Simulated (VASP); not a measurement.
**BaS: single point with PBEsol**

BaS:

```
CELL_PARAMETERS angstrom
0.00000 3.49167 3.49167
3.49167 0.00000 3.49167
3.49167 3.49167 0.00000
ATOMIC_POSITIONS crystal
Ba 0.00000 0.00000 0.00000
S 0.25000 0.25000 0.25000
```

This cell differs from its parent crystal: volume scaled by 1.020.

```
Program             : VASP 6.6.1
Task                : single point
Functional          : PBEsol
Potentials or basis : VASP PAW PBE potentials, release 64 (Ba_sv, S)
Cutoff              : 520 eV
k mesh              : 8 × 8 × 8
Occupations         : gaussian, width 0.05 eV
Spin                : no spin polarisation
```

- Pressure: -0.1 GPa
- Band gap on the k mesh: 2.66 eV, indirect (least direct gap 3.32 eV)

Levels at points of the mesh, in eV from the valence-band top:
| k point | band 6 | band 7 | band 8 | band 9 | band 10 | band 11 |
| --- | --- | --- | --- | --- | --- | --- |
| (0.00, 0.00, 0.00) | -0.73 | -0.73 | -0.73 | 2.66 | 5.03 | 5.03 |
| (0.50, 0.00, 0.00) | -0.63 | -0.46 | -0.46 | 4.40 | 5.23 | 5.23 |
| (0.50, 0.50, 0.00) | -1.16 | -0.01 | -0.01 | 3.37 | 4.51 | 6.32 |

It took 82 s on 1 thread of AMD EPYC 7R13, with other jobs on the host, peak memory 0.22 GiB.

Caveat: the PAW data sets were made with another functional, which shifts forces and pressure a little; spin-orbit coupling is left out, which moves the levels of the heavy elements. A k mesh can miss the band edges.
